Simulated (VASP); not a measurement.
Wanted: the native input for a VASP 6.6.1 run.

```yaml
Task: single point
Functional: PBE
Potentials_or_basis: VASP PAW PBE potentials, release 64 (Pt, Se)
Cutoff: 520 eV
k_mesh: 4 × 4 × 6
Occupations: gaussian, width 0.1 eV
Spin: no spin polarisation
Dipole_correction: no
Further_INCAR_settings: ALGO = Normal; EDIFF = 1e-07; NBANDS = 35
```

The structure of Pt2Se lies in POSCAR:

```
Pt2Se
1.0
    3.9054003065      0.0000000000      0.0000000000
    0.0000000000      7.5895420166      0.0000000000
    0.0000000000      0.0000000000      3.5106756728
Pt Se
4 2
Direct
    0.1431864169      0.3237768998      0.0000000000
    0.8568135831      0.6762231002      0.0000000000
    0.6431864169      0.1762231002      0.5000000000
    0.3568135831      0.8237768998      0.5000000000
    0.0000000000      0.0000000000      0.0000000000
    0.5000000000      0.5000000000      0.5000000000
```

One way to write it, as run:

INCAR

```
SYSTEM = Pt2Se
  PREC = Accurate
  ENCUT = 520
  EDIFF = 1E-7
  ISMEAR = 0
  SIGMA = 0.1
  LREAL = .False.
  LASPH = .True.
  NELM = 100
  ALGO = Normal
  ISIF = 2
  LWAVE = .False.
  LCHARG = .True.
  GGA = PE
  LELF = .True.
  LVHAR = .True.
  NBANDS = 35
```

KPOINTS

```
regular mesh
0
Gamma
  4 4 6
  0 0 0
```

Potentials or basis: VASP PAW PBE potentials, release 64 (Pt, Se).

Launch:

```console
$ cat potpaw_PBE.64/Pt/POTCAR potpaw_PBE.64/Se/POTCAR > POTCAR
$ mpirun -np 1 vasp_std > vasp.out
```

Results of the run:

```json
{
  "Pressure": "-0.2 GPa",
  "Largest force": "0.016 eV/Å",
  "Band gap on the k mesh": "zero (band 26 reaches 9.10 eV, above the bottom of band 27 at 8.54 eV)"
}
```

Caveat: the k points lie up to 0.40 Å⁻¹ apart; spin-orbit coupling is left out, which moves the levels of the heavy elements.

Wall time 120 s on 1 thread of Intel(R) Xeon(R) Platinum 8259CL CPU @ 2.50GHz (Skylake/Cascade Lake), on a shared host, peak memory 0.26 GiB.
